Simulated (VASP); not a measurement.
# Al (P6_3/mmc) in VASP: a series of runs, part 2 of 2

VASP 6.6.1. Earlier steps stand in the parts before.

## Step 3: Single point, PBEsol

This run uses another cell than the first one, of the same volume but with other edges.

INCAR

```
ALGO = Normal
EDIFF = 1E-6
ENCUT = 520
GGA = PS
ISIF = 2
ISMEAR = 0
LASPH = T
LCHARG = T
LELF = T
LREAL = F
LVHAR = T
LWAVE = F
NBANDS = 10
NELM = 80
PREC = Accurate
SIGMA = 0.15
```

KPOINTS

```
k-points
0
Gamma
  18 18 10
```

POSCAR

```
Al
1.0
    3.0093000000      0.0000000000      0.0000000000
   -1.5046500000      2.6061302476      0.0000000000
    0.0000000000      0.0000000000      4.4899000000
Al
2
Direct
    0.6666666667      0.3333333333      0.7500000000
    0.3333333333      0.6666666667      0.2500000000
```

Potentials or basis: VASP PAW PBE potentials, release 64 (Al).

The run is started by

```bash
$ cat potpaw_PBE.64/Al/POTCAR > POTCAR
$ mpirun -np 1 vasp_std > vasp.out
```

OUTCAR:

```text
EDIFF = 1E-6
   ENCUT = 520
   GGA = PS
   ISIF = 2
   ISMEAR = 0
   LASPH = T
   LREAL = F
   NELM = 80
   PREC = Accurate

 ion  position               nearest neighbor table
   1  0.667  0.333  0.750-   2 2.84   2 2.84   2 2.84   2 2.84   2 2.84   2 2.84
   2  0.333  0.667  0.250-   1 2.84   1 2.84   1 2.84   1 2.84   1 2.84   1 2.84

  LATTYP: Found a hexagonal cell.
 ALAT       =     3.0093000000
 C/A-ratio  =     1.4920081082

  Lattice vectors:

 A1 = (   3.0093000000,   0.0000000000,   0.0000000000)
 A2 = (  -1.5046500000,   2.6061302476,   0.0000000000)
 A3 = (   0.0000000000,   0.0000000000,   4.4899000000)

Analysis of symmetry for initial positions (statically):
=====================================================================
 Subroutine PRICEL returns:
 Original cell was already a primitive cell.

 Routine SETGRP: Setting up the symmetry group for a
 hexagonal supercell.

 Subroutine GETGRP returns: Found 24 space group operations
 (whereof 12 operations were pure point group operations)
 out of a pool of 24 trial point group operations.

The static configuration has the point symmetry D_3d.
 The point group associated with its full space group is D_6h.

Analysis of symmetry for dynamics (positions and initial velocities):
=====================================================================
 Subroutine PRICEL returns:
 Original cell was already a primitive cell.

 Routine SETGRP: Setting up the symmetry group for a
 hexagonal supercell.

 Subroutine GETGRP returns: Found 24 space group operations
 (whereof 12 operations were pure point group operations)
 out of a pool of 24 trial point group operations.

The dynamic configuration has the point symmetry D_3d.
 The point group associated with its full space group is D_6h.

 Subroutine INISYM returns: Found 24 space group operations
 (whereof 12 operations are pure point group operations),
 and found     1 'primitive' translations

----------------------------------------------------------------------------------------

                                     Primitive cell

  volume of cell :      35.2126

  direct lattice vectors                    reciprocal lattice vectors
     3.009300000  0.000000000  0.000000000     0.332303193  0.191855338  0.000000000
    -1.504650000  2.606130248  0.000000000     0.000000000  0.383710676  0.000000000
     0.000000000  0.000000000  4.489900000     0.000000000  0.000000000  0.222722110

  length of vectors
     3.009300000  3.009300000  4.489900000     0.383710676  0.383710676  0.222722110

  position of ions in fractional coordinates (direct lattice)
     0.666666667  0.333333333  0.750000000
     0.333333333  0.666666667  0.250000000

  ion indices of the primitive-cell ions
   primitive index   ion index
                 1           1
                 2           2

----------------------------------------------------------------------------------------

 KPOINTS: k-points

Automatic generation of k-mesh.
 Grid dimensions read from file:
[... 23 lines left out ...]
  0.055556  0.000000  0.000000      6.000000
  0.111111  0.000000  0.000000      6.000000
  0.166667 -0.000000  0.000000      6.000000
  0.222222  0.000000  0.000000      6.000000
  0.277778  0.000000  0.000000      6.000000
[... 16 lines left out ...]
  0.333333  0.111111  0.000000     12.000000
  0.388889  0.111111  0.000000     12.000000
 [... further k-points ...]
   k-points           NKPTS =    222   k-points in BZ     NKDIM =    222   number of bands    NBANDS=     10
   number of dos      NEDOS =    301   number of ions     NIONS =      2
   total plane-waves  NPLWV =  20736
   dimension x,y,z NGX =    24 NGY =   24 NGZ =   36
   dimension x,y,z NGXF=    48 NGYF=   48 NGZF=   72
   ions per type =               2
   NGX,Y,Z   is equivalent  to a cutoff of  13.26, 13.26, 13.33 a.u.
   NGXF,Y,Z  is equivalent  to a cutoff of  26.52, 26.52, 26.66 a.u.
 SYSTEM =  unknown system
   PREC   = accura    normal or accurate (medium, high low for compatibility)
   ISTART =      0    job   : 0-new  1-cont  2-samecut
   ICHARG =      2    charge: 1-file 2-atom 10-const
   ISPIN  =      1    spin polarized calculation?
   LNONCOLLINEAR =      F non collinear calculations
   LSORBIT =      F    spin-orbit coupling
   LASPH  =      T    aspherical Exc in radial PAW
   ENCUT  =  520.0 eV  38.22 Ry    6.18 a.u.   5.60  5.60  8.35*2*pi/ulx,y,z
   NELM   =     80;   NELMIN=  2; NELMDL= -5     # of ELM steps
   EDIFF  = 0.1E-05   stopping-criterion for ELM
   LREAL  =      F    real-space projection
   EDIFFG = 0.1E-04   stopping-criterion for IOM
   NSW    =      0    number of steps for IOM
   IBRION =     -1    ionic relax: 0-MD 1-quasi-New 2-CG
   NFREE  =      0    steps in history (QN), initial steepest desc. (CG)
   ISIF   =      2    stress and relaxation
   ISYM   =      2    0-nonsym 1-usesym 2-fastsym
   POTIM  = 0.5000    time-step for ionic-motion
   TEBEG  =    0.0;   TEEND  =   0.0 temperature during run
   PSTRESS=    0.0 pullay stress
   NELECT =       6.0000    total number of electrons
   NUPDOWN=      -1.0000    fix difference up-down
   EMIN   =  10.00;   EMAX   =-10.00  energy-range for DOS
   EFERMI =   0.00;   METHOD = LEGACY
   ISMEAR =     0;   SIGMA  =   0.15  broadening in eV -4-tet -1-fermi 0-gaus
   EFERMI_NEDOS =   21; number of points for ismear=-14 and -15
   IALGO  =     38    algorithm
   IMIX   =      4    mixing-type and parameters
     AMIX     =   0.40;   BMIX     =  1.00
     AMIX_MAG =   1.60;   BMIX_MAG =  1.00
  volume/ion in A,a.u.               =      17.61       118.81
  Fermi-wavevector in a.u.,A,eV,Ry     =   0.907596  1.715107 11.207530  0.823730
  Thomas-Fermi vector in A             =   2.031422
   LORBIT       =      0    0 simple, 1 ext, 2 COOP (PROOUT), +10 PAW based schemes
   GGA     = PS    functional components
   LHFCALC =     F    Hartree Fock is set to
   AEXX    =    0.0000 exact exchange contribution
   IVDW    =     0    specifies the selected vdW correction
   LEPSILON=     F    determine dielectric tensor
   LRPA    =     F    only Hartree local field effects (RPA)
 non-spin polarized calculation
 Gauss-broadening in eV      SIGMA  =   0.15
  energy-cutoff  :      520.00
  volume of cell :       35.21
 maximum number of plane-waves:      1000
 NGX is ok and might be reduce to    24

 number of electron       6.0000000 magnetization

 Free energy of the ion-electron system (eV)
  ---------------------------------------------------
  ext. energy  EPLUGINS =         0.00000000
  ---------------------------------------------------
  free energy    TOTEN  =        -8.04339350 eV

  energy without entropy =       -8.03341948  energy(sigma->0) =       -8.03840649

 E-fermi :   7.2752     XC(G=0): -10.0198

 val. band max:        7.2747536160   @ k =   0.2778   0.1667   0.0000
 cond. band min:       7.2771578379   @ k =   0.5000   0.0000   0.1000
 fundamental gap:      0.0024042220
 Fermi energy:         7.2752257768

 k-point     1 :       0.0000    0.0000    0.0000
  band No.  band energies     occupation
      1      -3.4076      2.00000
      2       3.4607      2.00000
      3       4.0987      2.00000
      4      15.9169      0.00000
      5      15.9169      0.00000
      6      16.7956      0.00000
      7      16.7956      0.00000
      8      19.3806      0.00000
      9      19.3982      0.00000
     10      21.7699      0.00000
[... 287 lines left out ...]
 k-point    24 :       0.3889    0.1111    0.0000
  band No.  band energies     occupation
      1       1.0128      2.00000
      2       3.3751      2.00000
      3       7.5335      0.01489
      4       8.3332      0.00000
      5       9.1952      0.00000
      6       9.9948      0.00000
      7      10.9524      0.00000
      8      15.7022      0.00000
      9      16.0823      0.00000
     10      16.2227      0.00000

 [... further k-points ...]

------------------------ aborting loop because EDIFF is reached ----------------------------------------

  FORCE on cell =-STRESS in cart. coord.  units (eV):
  Direction    XX          YY          ZZ          XY          YZ          ZX
  --------------------------------------------------------------------------------------
  -------------------------------------------------------------------------------------
  Total       -1.3066077     -1.3066077     -0.2662550      0.0000000     -0.0000000      0.0000000
  in kB      -59.4507766    -59.4507766    -12.1146279      0.0000000     -0.0000000      0.0000000
  external PRESSURE =     -43.6720604 kB  Pullay stress =       0.0000000 kB

 VOLUME and BASIS-vectors are now :
 -----------------------------------------------------------------------------
  energy-cutoff  :      520.00
  volume of cell :       35.21
      direct lattice vectors                 reciprocal lattice vectors
     3.009300000  0.000000000  0.000000000     0.332303193  0.191855338  0.000000000
    -1.504650000  2.606130248  0.000000000     0.000000000  0.383710676  0.000000000
     0.000000000  0.000000000  4.489900000     0.000000000  0.000000000  0.222722110

 POSITION                                       TOTAL-FORCE (eV/Angst)
 -----------------------------------------------------------------------------------
      1.50465      0.86871      3.36742        -0.000000     -0.000000      0.000000
     -0.00000      1.73742      1.12247         0.000000      0.000000      0.000000
 -----------------------------------------------------------------------------------
    total drift:                                0.000000      0.000000     -0.000000

  FREE ENERGIE OF THE ION-ELECTRON SYSTEM (eV)
  ---------------------------------------------------
  free  energy   TOTEN  =        -8.0433934965 eV

  energy  without entropy=       -8.0334194776  energy(sigma->0) =       -8.03840649
```

OSZICAR:

```text
N       E                     dE             d eps       ncg     rms          rms(c)
DAV:   1    -0.747450324995E+00   -0.74745E+00   -0.22840E+03  4440   0.469E+02
DAV:   2    -0.793453389258E+01   -0.71871E+01   -0.69005E+01  5742   0.532E+01
DAV:   3    -0.810106618356E+01   -0.16653E+00   -0.16480E+00  5880   0.656E+00
DAV:   4    -0.810177878920E+01   -0.71261E-03   -0.71255E-03  5360   0.479E-01
DAV:   5    -0.810178505134E+01   -0.62621E-05   -0.62624E-05  5488   0.446E-02    0.181E+00
DAV:   6    -0.806662729908E+01    0.35158E-01   -0.52442E-03  5042   0.339E-01    0.103E+00
DAV:   7    -0.804351031696E+01    0.23117E-01   -0.13285E-02  4864   0.523E-01    0.185E-01
DAV:   8    -0.804339585045E+01    0.11447E-03   -0.13564E-04  6100   0.671E-02    0.776E-03
DAV:   9    -0.804339422516E+01    0.16253E-05   -0.13212E-06  5060   0.639E-03    0.244E-03
DAV:  10    -0.804339349650E+01    0.72866E-06   -0.62406E-08  2978   0.119E-03
   1 F= -.80433935E+01 E0= -.80384065E+01  d E =-.997402E-02
```

stdout:

```text
POSCAR found type information on POSCAR Al
 POSCAR found :  1 types and       2 ions
 scaLAPACK will be used
 -----------------------------------------------------------------------------
|                                                                             |
|                                                                             |
|     You enforced a specific xc type in the INCAR file but a different       |
|     I HOPE YOU KNOW WHAT YOU ARE DOING!                                     |
|                                                                             |
 -----------------------------------------------------------------------------

 LDA part: xc-table for (Slater+PW92), standard interpolation
 POSCAR, INCAR and KPOINTS ok, starting setup
 FFT: planning ... GRIDC
 FFT: planning ... GRID_SOFT
 FFT: planning ... GRID
 WAVECAR not read
 entering main loop
```

Run time: 36 s. Hardware: 1 thread of Intel Xeon 6975P-C, shared host; peak memory 0.19 GiB.

Results:

```
Free energy            : -8.0434 eV
Pressure               : -4.4 GPa
Band gap on the k mesh : zero (band 3 reaches 12.56 eV, above the bottom of band 4 at 4.03 eV)
```

Levels at points of the mesh, in eV from the Fermi level:
| k point | band 1 | band 2 | band 3 | band 4 | band 5 | band 6 | band 7 |
| --- | --- | --- | --- | --- | --- | --- | --- |
| (0.00, 0.00, 0.00) | -10.68 | -3.81 | -3.18 | 8.64 | 8.64 | 9.52 | 9.52 |
| (0.50, 0.00, 0.00) | -5.55 | -5.12 | 0.72 | 1.78 | 1.89 | 2.25 | 4.30 |
| (0.00, 0.00, 0.50) | -8.86 | -8.86 | 5.03 | 5.03 | 10.16 | 10.16 | 10.16 |
| (0.50, 0.00, 0.50) | -3.87 | -3.87 | -3.25 | -3.25 | 5.89 | 5.89 | 7.26 |

Caveat: the PAW data sets were made with another functional, which shifts forces and pressure a little.

## Step 4: Single point, PBEsol

This run uses another cell than the first one, of 17.78 Å³/atom, 1.009 times its volume.

INCAR

```
ALGO     = Normal         # electronic algorithm
EDIFF    = 1E-6           # SCF threshold, eV
ENCUT    = 520            # plane-wave cutoff, eV
GGA      = PS             # functional
ISIF     = 2              # what is computed and relaxed
ISMEAR   = 0              # smearing method
LASPH    = True           # aspherical terms in the spheres
LCHARG   = False          # write CHGCAR
LREAL    = False          # projectors in reciprocal space
LWAVE    = False          # write WAVECAR
NBANDS   = 10             # bands
NELM     = 100            # most SCF steps
PREC     = Accurate       # precision mode
SIGMA    = 0.15           # smearing width, eV
```

KPOINTS is that of step 3.

POSCAR

```
Al
1.0
    3.0492000000      0.0000000000      0.0000000000
   -1.5246000000      2.6406846612      0.0000000000
    0.0000000000      0.0000000000      4.4157000000
Al
2
Direct
    0.6666666667      0.3333333333      0.7500000000
    0.3333333333      0.6666666667      0.2500000000
```

The run is started by

```bash
$ cat potpaw_PBE.64/Al/POTCAR > POTCAR
$ mpirun -np 1 vasp_std > vasp.out
```

It took 38 s on 1 thread of Intel Xeon 6975P-C, shared host; peak memory 0.19 GiB.

The run converged. Its results:

- Free energy: -8.0116 eV
- Pressure: -4.4 GPa
- Band gap on the k mesh: zero (band 3 reaches 12.90 eV, above the bottom of band 4 at 3.93 eV)

Stress tensor (GPa, compression positive):
```
-6.19  0.00  0.00
 0.00 -6.19  0.00
 0.00  0.00 -0.91
```

Levels at points of the mesh, in eV from the Fermi level:
```tsv
k point	band 1	band 2	band 3	band 4	band 5	band 6
(0.00, 0.00, 0.00)	-10.62	-3.59	-2.79	8.13	8.13	9.13
(0.50, 0.00, 0.00)	-5.65	-5.16	0.79	1.88	2.17	2.45
(0.00, 0.00, 0.50)	-8.73	-8.73	5.60	5.60	9.71	9.71
(0.50, 0.00, 0.50)	-3.89	-3.89	-3.25	-3.25	5.60	5.60
```

Caveat: the PAW data sets were made with another functional, which shifts forces and pressure a little.

## Step 5: The runs side by side

| cell | gap on the mesh (eV) | pressure (GPa) |
| --- | --- | --- |
| a = 2.850, b = 2.850, c = 5.009 Å, angles 90.0, 90.0, 120.0°, 2 atoms | none | -4.7 |
| a = 3.009, b = 3.009, c = 4.490 Å, angles 90.0, 90.0, 120.0°, 2 atoms | none | -4.4 |
| a = 3.049, b = 3.049, c = 4.416 Å, angles 90.0, 90.0, 120.0°, 2 atoms | none | -4.4 |

Alike in all rows: task single point; level PBEsol; potentials or basis VASP PAW PBE potentials, release 64 (Al); no spin polarisation; k mesh 18 × 18 × 10; cutoff (eV) 520; smearing gaussian 0.15 eV.

Caveats: the PAW data sets were made with another functional, which shifts forces and pressure a little.

Total energies depend on the potentials used, so only differences within one code and one set of settings carry meaning.
